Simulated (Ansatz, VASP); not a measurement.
# Zr2O in VASP and in Ansatz

POSCAR

```
Zr2O
1.0
    5.3733223247      0.0000000000      0.0000000000
    0.0000000000      5.3733223247      0.0000000000
    0.0000000000      0.0000000000      3.2738010527
Zr O
4 2
Direct
    0.2965720821      0.2965720821      0.0000000000
    0.7034279179      0.7034279179      0.0000000000
    0.7965720821      0.2034279179      0.5000000000
    0.2034279179      0.7965720821      0.5000000000
    0.0000000000      0.0000000000      0.0000000000
    0.5000000000      0.5000000000      0.5000000000
```

Contents of INCAR.step1:

```
  PREC = Accurate
  ENCUT = 520
  ISMEAR = 0
  SIGMA = 0.1
  LREAL = False
  LASPH = True
  NELM = 80
  NBANDS = 39
  GGA = PE
  ALGO = Normal
  EDIFF = 1E-4
  LWAVE = True
  LCHARG = False
```

File INCAR.step2:

```
  PREC = Accurate
  ENCUT = 520
  EDIFF = 1E-6
  ISMEAR = 0
  SIGMA = 0.1
  LREAL = False
  LASPH = True
  NELM = 80
  ALGO = Normal
  ISIF = 2
  LWAVE = False
  LCHARG = True
  METAGGA = R2SCAN
  LMIXTAU = True
  LELF = True
  LVHAR = True
  NBANDS = 39
  ISTART = 1
```

The input KPOINTS:

```
Automatic mesh
0
Gamma
  4 4 6
```

Input for Ansatz:

```yaml
crystal:
  lattice:
    - [5.3733223247, 0.0, 0.0]
    - [0.0, 5.3733223247, 0.0]
    - [0.0, 0.0, 3.2738010527]
  atoms:
    - { symbol: Zr, position: [0.2965720821, 0.2965720821, 0.0] }
    - { symbol: Zr, position: [0.7034279179, 0.7034279179, 0.0] }
    - { symbol: Zr, position: [0.7965720821, 0.2034279179, 0.5] }
    - { symbol: Zr, position: [0.2034279179, 0.7965720821, 0.5] }
    - { symbol: O, position: [0.0, 0.0, 0.0] }
    - { symbol: O, position: [0.5, 0.5, 0.5] }
basis:
  ecutwfc: 500
kpoints:
  mp_grid: { grid: [4, 4, 6] }
hamiltonian:
  xc: r2scan
scf:
  occupations: { method: gaussian, width: 0.1 }
output:
  forces: true
  stress: true
  eigenvalues: true
```

Alike in both runs: task single point; functional r2SCAN; k mesh 4 × 4 × 6; occupations gaussian, width 0.1 eV; no spin polarisation.

```csv
,VASP,Ansatz
version,VASP 6.6.1,Ansatz 0.2.0
potentials or method,"VASP PAW PBE potentials, release 64 (Zr_sv, O), cutoff 520 eV","scalar-relativistic, plane waves, PAW"
valence electrons in the cell,60,60
```

```csv
,VASP,Ansatz,Ansatz less VASP
gap on the k mesh at the Fermi level (eV),none,none,-
pressure (GPa),3.7,3.5,-0.15
"traceless stress, the component that is largest in VASP (GPa)",0.69,0.66,-0.031
rms of the force components (eV/Å),0.369,0.365,-0.0043
```

VASP's potentials were made for PBE, not for r2SCAN. Atom by atom the forces differ by 0.004 eV/Å (rms over components). A gap of «none» marks a metal or a gap that the smearing closes. The functional is the same, so the differences come from potentials, cutoffs and numerics.
